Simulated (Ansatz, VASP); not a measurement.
# Two plane-wave programs on MgS

POSCAR

```
MgS
1.0
    0.0000000000      2.5752381814      2.5752381814
    2.5752381814      0.0000000000      2.5752381814
    2.5752381814      2.5752381814      0.0000000000
Mg S
1 1
Direct
    0.0000000000      0.0000000000      0.0000000000
    0.5000000000      0.5000000000      0.5000000000
```

File INCAR.step1:

```
PREC = Accurate
ENCUT = 520
ISMEAR = 0
SIGMA = 0.01
LREAL = F
LASPH = T
NELM = 100
NBANDS = 11
GGA = PE
ALGO = Normal
EDIFF = 1E-4
LWAVE = T
LCHARG = F
```

The input INCAR.step2:

```
PREC = Accurate
ENCUT = 520
EDIFF = 1E-6
ISMEAR = 0
SIGMA = 0.01
LREAL = F
LASPH = T
NELM = 100
ALGO = Normal
ISIF = 2
LWAVE = F
LCHARG = T
METAGGA = R2SCAN
LMIXTAU = T
LELF = T
LVHAR = T
NBANDS = 11
ISTART = 1
```

KPOINTS

```
regular mesh
0
Gamma
  8 8 8
```

Input for Ansatz:

```yaml
crystal:
  lattice:
    - [0.0, 2.5752381814, 2.5752381814]
    - [2.5752381814, 0.0, 2.5752381814]
    - [2.5752381814, 2.5752381814, 0.0]
  atoms:
    - { symbol: Mg, position: [0.0, 0.0, 0.0] }
    - { symbol: S, position: [0.5, 0.5, 0.5] }
kpoints:
  mp_grid: { grid: [8, 8, 8] }
hamiltonian:
  xc: r2scan
scf:
  occupations: { method: fixed }
  n_extra_bands: 4
output:
  forces: true
  stress: true
  eigenvalues: true
```

Alike in both runs: task single point; functional r2SCAN; k mesh 8 × 8 × 8; no spin polarisation.

|  | VASP | Ansatz |
| --- | --- | --- |
| version | VASP 6.6.1 | Ansatz 0.2.0 |
| potentials or method | VASP PAW PBE potentials, release 64 (Mg, S) | plane waves, PAW |
| plane-wave cutoff (eV) | 520 | 500 |
| occupations | gaussian, width 0.01 eV | fixed |
| valence electrons in the cell | 8 | 16 |

```tsv
	VASP	Ansatz	Ansatz less VASP
gap on the k mesh at the Fermi level (eV)	3.50	3.53	+0.027
pressure (GPa)	2.1	2.6	+0.49
```

VASP's potentials were made for PBE, not for r2SCAN. VASP's potentials hold 8 valence electrons a cell and Ansatz's 16, so a difference there can come from the potentials and not from the codes.
